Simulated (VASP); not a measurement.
# Co (Fd-3m) in VASP: notebook, part 2 of 2

VASP 6.6.1. Earlier steps stand in the parts before.

### 3 Single point, PBE, collinear spin, ferromagnetic start

This run uses another cell than the first one, of 11.55 Å³/atom.

File INCAR:

```
SYSTEM = Co
  PREC = Accurate
  ENCUT = 520
  EDIFF = 1E-6
  ISMEAR = -1
  SIGMA = 0.05
  LREAL = .False.
  LASPH = .True.
  NELM = 150
  ALGO = Fast
  ISIF = 2
  LWAVE = .False.
  LCHARG = .False.
  ISPIN = 2
  MAGMOM = 2 2 2 2 2 2
  LORBIT = 11
  LMAXMIX = 4
  GGA = PE
  NBANDS = 40
```

File KPOINTS:

```
regular mesh
0
Gamma
  7 7 7
  0 0 0
```

File POSCAR:

```
Co
1.0
    0.0000000000      3.2597104542      3.2597104542
    3.2597104542      0.0000000000      3.2597104542
    3.2597104542      3.2597104542      0.0000000000
Co
6
Direct
    0.1250000000      0.1250000000      0.1250000000
    0.6250000000      0.1250000000      0.1250000000
    0.1250000000      0.6250000000      0.1250000000
    0.1250000000      0.1250000000      0.6250000000
    0.5000000000      0.5000000000      0.5000000000
    0.7500000000      0.7500000000      0.7500000000
```

Potentials or basis: VASP PAW PBE potentials, release 64 (Co).

Command:

```sh
> cat potpaw_PBE.64/Co/POTCAR > POTCAR
> mpirun -np 1 vasp_std > vasp.out
```

OUTCAR:

```text
SYSTEM = Co
   PREC = Accurate
   ENCUT = 520
   EDIFF = 1E-6
   ISMEAR = -1
   LREAL = .False.
   LASPH = .True.
   NELM = 150
   ISIF = 2
   ISPIN = 2
   LORBIT = 11
   GGA = PE

 ion  position               nearest neighbor table
   1  0.125  0.125  0.125-   2 2.30   3 2.30   4 2.30   4 2.30   3 2.30   2 2.30   6 2.70   5 2.70
                             6 2.70   5 2.70   6 2.70   5 2.70
   2  0.625  0.125  0.125-   1 2.30   4 2.30   3 2.30   1 2.30   3 2.30   4 2.30   5 2.70   6 2.70
                             5 2.70   5 2.70   6 2.70   6 2.70
   3  0.125  0.625  0.125-   1 2.30   4 2.30   1 2.30   2 2.30   4 2.30   2 2.30   5 2.70   6 2.70
                             5 2.70   6 2.70   6 2.70   5 2.70
   4  0.125  0.125  0.625-   1 2.30   1 2.30   2 2.30   3 2.30   3 2.30   2 2.30   6 2.70   5 2.70
                             6 2.70   5 2.70   6 2.70   5 2.70
   5  0.500  0.500  0.500-   1 2.70   3 2.70   4 2.70   1 2.70   2 2.70   4 2.70   1 2.70   2 2.70
                             3 2.70   2 2.70   3 2.70   4 2.70   6 2.82   6 2.82   6 2.82   6 2.82
   6  0.750  0.750  0.750-   2 2.70   3 2.70   4 2.70   1 2.70   2 2.70   3 2.70   1 2.70   2 2.70
                             4 2.70   1 2.70   3 2.70   4 2.70   5 2.82   5 2.82   5 2.82   5 2.82

  LATTYP: Found a face centered cubic cell.
 ALAT       =     6.5194209084

  Lattice vectors:

 A1 = (   0.0000000000,   3.2597104542,   3.2597104542)
 A2 = (   3.2597104542,   0.0000000000,   3.2597104542)
 A3 = (   3.2597104542,   3.2597104542,   0.0000000000)

Analysis of symmetry for initial positions (statically):
=====================================================================
 Subroutine PRICEL returns:
 Original cell was already a primitive cell.

 Routine SETGRP: Setting up the symmetry group for a
 face centered cubic supercell.

 Subroutine GETGRP returns: Found 48 space group operations
 (whereof 24 operations were pure point group operations)
 out of a pool of 48 trial point group operations.

The static configuration has the point symmetry T_d .
 The point group associated with its full space group is O_h .

[... 195 lines left out ...]
      3       4.7257      1.00000
      4       4.7257      1.00000
      5       4.7257      1.00000
      6       5.3497      1.00000
[... 829 lines left out ...]
     38      16.8063      0.00000
     39      20.1925      0.00000
 Fermi energy:         9.7340053166

 spin component 2

 k-point     1 :       0.0000    0.0000    0.0000
  band No.  band energies     occupation
      1       0.8273      1.00000
      2       4.7210      1.00000
      3       5.8967      1.00000
      4       5.8967      1.00000
      5       5.8967      1.00000
      6       6.5820      1.00000
[... 829 lines left out ...]
     38      17.4957      0.00000
     39      20.6433      0.00000
 [bands above 39 left out]

------------------------ aborting loop because EDIFF is reached ----------------------------------------

  FORCE on cell =-STRESS in cart. coord.  units (eV):
  Direction    XX          YY          ZZ          XY          YZ          ZX
  --------------------------------------------------------------------------------------
  -------------------------------------------------------------------------------------
  Total       -0.9410910     -0.9410910     -0.9410910      0.0000000      0.0000000      0.0000000
  in kB      -21.7658257    -21.7658257    -21.7658257      0.0000000      0.0000000      0.0000000
  external PRESSURE =     -21.7658257 kB  Pullay stress =       0.0000000 kB

 VOLUME and BASIS-vectors are now :
 -----------------------------------------------------------------------------
  energy-cutoff  :      520.00
  volume of cell :       69.27
      direct lattice vectors                 reciprocal lattice vectors
     0.000000000  3.259710454  3.259710454    -0.153387857  0.153387857  0.153387857
     3.259710454  0.000000000  3.259710454     0.153387857 -0.153387857  0.153387857
     3.259710454  3.259710454  0.000000000     0.153387857  0.153387857 -0.153387857

 POSITION                                       TOTAL-FORCE (eV/Angst)
 -----------------------------------------------------------------------------------
      0.81493      0.81493      0.81493        -0.000000      0.000000      0.000000
      0.81493      2.44478      2.44478        -0.000000      0.000000      0.000000
      2.44478      0.81493      2.44478        -0.000000      0.000000      0.000000
      2.44478      2.44478      0.81493        -0.000000      0.000000      0.000000
      3.25971      3.25971      3.25971         0.000000      0.000000      0.000000
      4.88957      4.88957      4.88957        -0.000000     -0.000000     -0.000000
 -----------------------------------------------------------------------------------
    total drift:                                0.000000      0.000000      0.000000

  FREE ENERGIE OF THE ION-ELECTRON SYSTEM (eV)
  ---------------------------------------------------
  free  energy   TOTEN  =       -41.0435149109 eV

  energy  without entropy=      -40.9795762343  energy(sigma->0) =      -41.01154557

 total charge

# of ion       s       p       d       tot
------------------------------------------
    1        0.525   0.549   7.289   8.364
    2        0.525   0.549   7.289   8.364
    3        0.525   0.549   7.289   8.364
    4        0.525   0.549   7.289   8.364
    5        0.383   0.382   7.183   7.948
    6        0.383   0.382   7.183   7.948
--------------------------------------------------
tot          2.867   2.960  43.524  49.350

 magnetization (x)

# of ion       s       p       d       tot
------------------------------------------
    1       -0.011  -0.057   1.724   1.657
    2       -0.011  -0.057   1.724   1.657
    3       -0.011  -0.057   1.724   1.657
    4       -0.011  -0.057   1.724   1.657
    5       -0.010  -0.041   1.817   1.766
    6       -0.010  -0.041   1.817   1.766
--------------------------------------------------
tot         -0.062  -0.310  10.531  10.159
```

OSZICAR:

```text
N       E                     dE             d eps       ncg     rms          rms(c)
DAV:   1     0.392245158289E+03    0.39225E+03   -0.23412E+04  3200   0.183E+03
DAV:   2    -0.173800124956E+02   -0.40963E+03   -0.38707E+03  3200   0.355E+02
DAV:   3    -0.466171276217E+02   -0.29237E+02   -0.26388E+02  3384   0.130E+02
DAV:   4    -0.470257124720E+02   -0.40858E+00   -0.40790E+00  3680   0.165E+01
DAV:   5    -0.470418598642E+02   -0.16147E-01   -0.16147E-01  4832   0.215E+00    0.271E+01
RMM:   6    -0.569403282008E+02   -0.98985E+01   -0.69334E+01  3365   0.718E+01    0.477E+01
RMM:   7    -0.448890669489E+02    0.12051E+02   -0.15542E+01  3235   0.287E+01    0.355E+01
RMM:   8    -0.420786131655E+02    0.28105E+01   -0.49801E+00  3248   0.213E+01    0.174E+01
RMM:   9    -0.409981367719E+02    0.10805E+01   -0.41998E-01  3332   0.584E+00    0.413E+00
RMM:  10    -0.410649371710E+02   -0.66800E-01   -0.89604E-02  3483   0.213E+00    0.311E+00
RMM:  11    -0.410492866509E+02    0.15651E-01   -0.72688E-02  3476   0.142E+00    0.225E+00
RMM:  12    -0.410417329848E+02    0.75537E-02   -0.14697E-02  3552   0.991E-01    0.913E-01
RMM:  13    -0.410435105528E+02   -0.17776E-02   -0.48029E-03  3783   0.443E-01    0.296E-01
RMM:  14    -0.410434948289E+02    0.15724E-04   -0.13334E-03  3878   0.220E-01    0.135E-01
RMM:  15    -0.410435058060E+02   -0.10977E-04   -0.39675E-04  4305   0.886E-02    0.542E-02
RMM:  16    -0.410435122347E+02   -0.64287E-05   -0.74532E-05  4410   0.414E-02    0.226E-02
RMM:  17    -0.410435145626E+02   -0.23278E-05   -0.13232E-05  3771   0.183E-02    0.730E-03
RMM:  18    -0.410435149109E+02   -0.34836E-06   -0.23511E-06  2090   0.912E-03
   1 F= -.41043515E+02 E0= -.41011546E+02  d E =-.639387E-01  mag=    10.0005
```

Wall time 2.9 min (1 thread of Intel Xeon Platinum 8259CL at 2.50GHz (Skylake/Cascade Lake), shared host); peak memory 0.27 GiB.

What came out:

```yaml
Free_energy: -41.0435 eV
Pressure: -2.2 GPa
Band_gap_on_the_k_mesh: zero (filled and empty bands overlap)
Net_moment: 10.00 μB per cell
Site_moments: Co +1.66, +1.77 (each value once) μB
Valence_electrons_inside_the_program's_atomic_spheres: Co 8.36, 7.95 (each value once)
```

Levels at points of the mesh, in eV from the Fermi level:
Spin up:
| k point | band 30 | band 31 | band 32 | band 33 | band 34 | band 35 |
| --- | --- | --- | --- | --- | --- | --- |
| (0.00, 0.00, 0.00) | -0.31 | -0.31 | 1.10 | 2.64 | 2.64 | 2.64 |
Spin down:
```
           k point  band 20  band 21  band 22  band 23  band 24  band 25
(0.00, 0.00, 0.00)    -0.50     0.14     0.14     0.14     0.57     0.57
```

### 4 Single point, PBE, collinear spin, ferromagnetic start

This run uses another cell than the first one, of 11.77 Å³/atom.

File INCAR:

```
  ALGO = Normal
  EDIFF = 1E-6
  ENCUT = 520
  GGA = PE
  ISIF = 2
  ISMEAR = -1
  ISPIN = 2
  LASPH = True
  LCHARG = False
  LMAXMIX = 4
  LORBIT = 11
  LREAL = False
  LWAVE = False
  MAGMOM = 2 2 2 2 2 2
  NBANDS = 40
  NELM = 150
  PREC = Accurate
  SIGMA = 0.05
```

File KPOINTS:

```
k-points
0
Gamma
  7 7 7
```

Changes to POSCAR since step 3:

```diff
@@ -2,5 +2,5 @@
 1.0
-    0.0000000000      3.2597104542      3.2597104542
-    3.2597104542      0.0000000000      3.2597104542
-    3.2597104542      3.2597104542      0.0000000000
+    0.0000000000      3.2804735010      3.2804735010
+    3.2804735010      0.0000000000      3.2804735010
+    3.2804735010      3.2804735010      0.0000000000
 Co
```

Potentials or basis: VASP PAW PBE potentials, release 64 (Co).

Command:

```sh
> cat potpaw_PBE.64/Co/POTCAR > POTCAR
> mpirun -np 1 vasp_std > vasp.out
```

OUTCAR:

```text
EDIFF = 1E-6
   ENCUT = 520
   GGA = PE
   ISIF = 2
   ISMEAR = -1
   ISPIN = 2
   LASPH = True
   LORBIT = 11
   LREAL = False
   NELM = 150
   PREC = Accurate

 ion  position               nearest neighbor table
   1  0.125  0.125  0.125-   2 2.32   3 2.32   4 2.32   4 2.32   3 2.32   2 2.32   6 2.72   5 2.72
                             6 2.72   5 2.72   6 2.72   5 2.72
   2  0.625  0.125  0.125-   1 2.32   4 2.32   3 2.32   1 2.32   3 2.32   4 2.32   5 2.72   6 2.72
                             5 2.72   5 2.72   6 2.72   6 2.72
   3  0.125  0.625  0.125-   1 2.32   4 2.32   1 2.32   2 2.32   4 2.32   2 2.32   5 2.72   6 2.72
                             5 2.72   6 2.72   6 2.72   5 2.72
   4  0.125  0.125  0.625-   1 2.32   1 2.32   2 2.32   3 2.32   3 2.32   2 2.32   6 2.72   5 2.72
                             6 2.72   5 2.72   6 2.72   5 2.72
   5  0.500  0.500  0.500-   1 2.72   3 2.72   4 2.72   1 2.72   2 2.72   4 2.72   1 2.72   2 2.72
                             3 2.72   2 2.72   3 2.72   4 2.72   6 2.84   6 2.84   6 2.84   6 2.84
   6  0.750  0.750  0.750-   2 2.72   3 2.72   4 2.72   1 2.72   2 2.72   3 2.72   1 2.72   2 2.72
                             4 2.72   1 2.72   3 2.72   4 2.72   5 2.84   5 2.84   5 2.84   5 2.84

  LATTYP: Found a face centered cubic cell.
 ALAT       =     6.5609470020

  Lattice vectors:

 A1 = (   0.0000000000,   3.2804735010,   3.2804735010)
 A2 = (   3.2804735010,   0.0000000000,   3.2804735010)
 A3 = (   3.2804735010,   3.2804735010,   0.0000000000)

Analysis of symmetry for initial positions (statically):
=====================================================================
 Subroutine PRICEL returns:
 Original cell was already a primitive cell.

 Routine SETGRP: Setting up the symmetry group for a
 face centered cubic supercell.

 Subroutine GETGRP returns: Found 48 space group operations
 (whereof 24 operations were pure point group operations)
 out of a pool of 48 trial point group operations.

The static configuration has the point symmetry T_d .
 The point group associated with its full space group is O_h .

[... 191 lines left out ...]
      1       0.6686      1.00000
      2       3.4528      1.00000
      3       4.5475      1.00000
      4       4.5475      1.00000
      5       4.5475      1.00000
      6       5.1578      1.00000
[... 829 lines left out ...]
     38      16.4075      0.00000
     39      19.7596      0.00000
 Fermi energy:         9.4749064593

 spin component 2

 k-point     1 :       0.0000    0.0000    0.0000
  band No.  band energies     occupation
      1       0.6807      1.00000
      2       4.5924      1.00000
      3       5.7355      1.00000
      4       5.7355      1.00000
      5       5.7355      1.00000
      6       6.4139      1.00000
[... 829 lines left out ...]
     38      17.0977      0.00000
     39      20.2103      0.00000
 [bands above 39 left out]

------------------------ aborting loop because EDIFF is reached ----------------------------------------

  FORCE on cell =-STRESS in cart. coord.  units (eV):
  Direction    XX          YY          ZZ          XY          YZ          ZX
  --------------------------------------------------------------------------------------
  -------------------------------------------------------------------------------------
  Total       -2.3629363     -2.3629363     -2.3629363      0.0000000      0.0000000      0.0000000
  in kB      -53.6195287    -53.6195287    -53.6195287      0.0000000      0.0000000      0.0000000
  external PRESSURE =     -53.6195287 kB  Pullay stress =       0.0000000 kB

 VOLUME and BASIS-vectors are now :
 -----------------------------------------------------------------------------
  energy-cutoff  :      520.00
  volume of cell :       70.61
      direct lattice vectors                 reciprocal lattice vectors
     0.000000000  3.280473501  3.280473501    -0.152417021  0.152417021  0.152417021
     3.280473501  0.000000000  3.280473501     0.152417021 -0.152417021  0.152417021
     3.280473501  3.280473501  0.000000000     0.152417021  0.152417021 -0.152417021

 POSITION                                       TOTAL-FORCE (eV/Angst)
 -----------------------------------------------------------------------------------
      0.82012      0.82012      0.82012         0.000000      0.000000     -0.000000
      0.82012      2.46036      2.46036         0.000000      0.000000     -0.000000
      2.46036      0.82012      2.46036         0.000000      0.000000     -0.000000
      2.46036      2.46036      0.82012         0.000000      0.000000     -0.000000
      3.28047      3.28047      3.28047        -0.000000     -0.000000     -0.000000
      4.92071      4.92071      4.92071         0.000000      0.000000      0.000000
 -----------------------------------------------------------------------------------
    total drift:                                0.000000      0.000000      0.000000

  FREE ENERGIE OF THE ION-ELECTRON SYSTEM (eV)
  ---------------------------------------------------
  free  energy   TOTEN  =       -41.0118671719 eV

  energy  without entropy=      -40.9457765455  energy(sigma->0) =      -40.97882186

 total charge

# of ion       s       p       d       tot
------------------------------------------
    1        0.518   0.534   7.274   8.325
    2        0.518   0.534   7.274   8.325
    3        0.518   0.534   7.274   8.325
    4        0.518   0.534   7.274   8.325
    5        0.378   0.370   7.174   7.921
    6        0.378   0.370   7.174   7.921
--------------------------------------------------
tot          2.826   2.873  43.445  49.144

 magnetization (x)

# of ion       s       p       d       tot
------------------------------------------
    1       -0.010  -0.056   1.750   1.684
    2       -0.010  -0.056   1.750   1.684
    3       -0.010  -0.056   1.750   1.684
    4       -0.010  -0.056   1.750   1.684
    5       -0.009  -0.041   1.838   1.788
    6       -0.009  -0.041   1.838   1.788
--------------------------------------------------
tot         -0.058  -0.305  10.676  10.313
```

OSZICAR:

```text
N       E                     dE             d eps       ncg     rms          rms(c)
DAV:   1     0.389832392048E+03    0.38983E+03   -0.23411E+04  3200   0.182E+03
DAV:   2    -0.182191969664E+02   -0.40805E+03   -0.38578E+03  3200   0.353E+02
DAV:   3    -0.466337337968E+02   -0.28415E+02   -0.25680E+02  3432   0.128E+02
DAV:   4    -0.470371172725E+02   -0.40338E+00   -0.40273E+00  3704   0.162E+01
DAV:   5    -0.470529962550E+02   -0.15879E-01   -0.15878E-01  4792   0.212E+00    0.267E+01
DAV:   6    -0.555006793653E+02   -0.84477E+01   -0.62730E+01  3600   0.138E+02    0.482E+01
DAV:   7    -0.449709869795E+02    0.10530E+02   -0.33486E+01  3720   0.115E+02    0.352E+01
DAV:   8    -0.413765260438E+02    0.35945E+01   -0.18351E+01  4296   0.553E+01    0.154E+01
DAV:   9    -0.409606589447E+02    0.41587E+00   -0.35068E+00  3664   0.306E+01    0.434E+00
DAV:  10    -0.410712061573E+02   -0.11055E+00   -0.64411E-01  3608   0.999E+00    0.438E+00
DAV:  11    -0.410058120729E+02    0.65394E-01   -0.11607E-01  4072   0.788E+00    0.120E+00
DAV:  12    -0.410106342307E+02   -0.48222E-02   -0.25742E-02  3544   0.155E+00    0.485E-01
DAV:  13    -0.410119640947E+02   -0.13299E-02   -0.37210E-03  5104   0.701E-01    0.282E-01
DAV:  14    -0.410119344760E+02    0.29619E-04   -0.45103E-04  3760   0.262E-01    0.154E-01
DAV:  15    -0.410118650130E+02    0.69463E-04   -0.10165E-04  5544   0.181E-01    0.413E-02
DAV:  16    -0.410118778049E+02   -0.12792E-04   -0.42972E-05  4632   0.651E-02    0.596E-02
DAV:  17    -0.410118677219E+02    0.10083E-04   -0.17060E-05  3760   0.972E-02    0.821E-03
DAV:  18    -0.410118671719E+02    0.55002E-06   -0.27989E-06  2856   0.127E-02
   1 F= -.41011867E+02 E0= -.40978822E+02  d E =-.660906E-01  mag=    10.1348
```

stdout:

```text
POSCAR found type information on POSCAR Co
 POSCAR found :  1 types and       6 ions
 scaLAPACK will be used
 LDA part: xc-table for (Slater+PW92), standard interpolation
 POSCAR, INCAR and KPOINTS ok, starting setup
 FFT: planning ... GRIDC
 FFT: planning ... GRID_SOFT
 FFT: planning ... GRID
 WAVECAR not read
 entering main loop
```

Run time: 3.3 min. Hardware: 1 thread of Intel Xeon Platinum 8259CL at 2.50GHz (Skylake/Cascade Lake), shared host; peak memory 0.27 GiB.

Results:

```yaml
Free_energy: -41.0119 eV
Pressure: -5.4 GPa
Net_moment: 10.13 μB per cell
Site_moments: Co +1.68, +1.79 (each value once) μB
Valence_electrons_inside_the_program's_atomic_spheres: Co 8.32, 7.92 (each value once)
```

Caveat: the cell stands under tension.

### 5 Summary

| cell | gap on the mesh (eV) | pressure (GPa) | moment (μB) |
| --- | --- | --- | --- |
| a = 4.580 Å, angles 60.0°, 6 atoms | none | 1.4 | 9.90 |
| a = 4.610 Å, angles 60.0°, 6 atoms | none | -2.2 | 10.00 |
| a = 4.639 Å, angles 60.0°, 6 atoms | none | -5.4 | 10.13 |

Alike in all rows: task single point; level PBE; potentials or basis VASP PAW PBE potentials, release 64 (Co); spin collinear, ferromagnetic start; k mesh 7 × 7 × 7; cutoff (eV) 520; smearing fermi-dirac 0.05 eV.

Caveats: the cell stands under tension (at least some runs).

Total energies depend on the potentials used, so only differences within one code and one set of settings carry meaning.
